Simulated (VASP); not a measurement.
Write the native input for VASP 6.6.1 that does the following.

- Task: single point
- Functional: r2SCAN
- Potentials or basis: VASP PAW PBE potentials, release 64 (Pt, La)
- Cutoff: 520 eV
- k mesh: 6 × 6 × 6
- Occupations: methfessel-paxton, width 0.1777 eV
- Spin: no spin polarisation
- Dipole correction: no
- Further INCAR settings: ALGO = Normal; EDIFF = 1e-07; NBANDS = 40

LaPt5:

```
Pt La
1.0
     5.43590    0.00000    0.00000
    -2.71795    4.70763    0.00000
     0.00000    0.00000    4.37977
Pt La
5 1
Cartesian
  0.0000 3.1384 0.0000
  2.7180 1.5692 0.0000
  2.7180 0.0000 2.1899
  1.3590 2.3538 2.1899
  -1.3590 2.3538 2.1899
  0.0000 0.0000 0.0000
```

The input as run:

POSCAR

```
LaPt5
1.0
    5.4359042684      0.0000000000      0.0000000000
   -2.7179521342      4.7076311890      0.0000000000
    0.0000000000      0.0000000000      4.3797704222
Pt La
5 1
Direct
    0.3333333333      0.6666666667      0.0000000000
    0.6666666667      0.3333333333      0.0000000000
    0.5000000000      0.0000000000      0.5000000000
    0.5000000000      0.5000000000      0.5000000000
    0.0000000000      0.5000000000      0.5000000000
    0.0000000000      0.0000000000      0.0000000000
```

INCAR.step1

```
PREC = Accurate
ENCUT = 520
ISMEAR = 1
SIGMA = 0.1777
LREAL = F
LASPH = T
NELM = 80
NBANDS = 40
GGA = PE
ALGO = Normal
EDIFF = 1E-4
LWAVE = T
LCHARG = F
```

INCAR.step2

```
PREC = Accurate
ENCUT = 520
EDIFF = 1E-7
ISMEAR = 1
SIGMA = 0.1777
LREAL = F
LASPH = T
NELM = 80
ALGO = Normal
ISIF = 2
LWAVE = F
LCHARG = F
METAGGA = R2SCAN
LMIXTAU = T
NBANDS = 40
ISTART = 1
```

KPOINTS

```
Automatic mesh
0
Gamma
  6 6 6
```

Potentials or basis: VASP PAW PBE potentials, release 64 (Pt, La).

Launch:

```console
$ cat potpaw_PBE.64/Pt/POTCAR potpaw_PBE.64/La/POTCAR > POTCAR
$ cp INCAR.step1 INCAR
$ mpirun -np 1 vasp_std > vasp.out
$ cp INCAR.step2 INCAR
$ mpirun -np 1 vasp_std > vasp.out
```

It gave:

| Item | Value |
| --- | --- |
| Pressure | 0.3 GPa |

Caveat: the PAW data sets were made with another functional, which shifts forces and pressure a little.

Run time: 9.2 min on 1 thread of Intel(R) Xeon(R) Platinum 8259CL CPU @ 2.50GHz (Skylake/Cascade Lake) (shared host), peak memory 0.32 GiB.
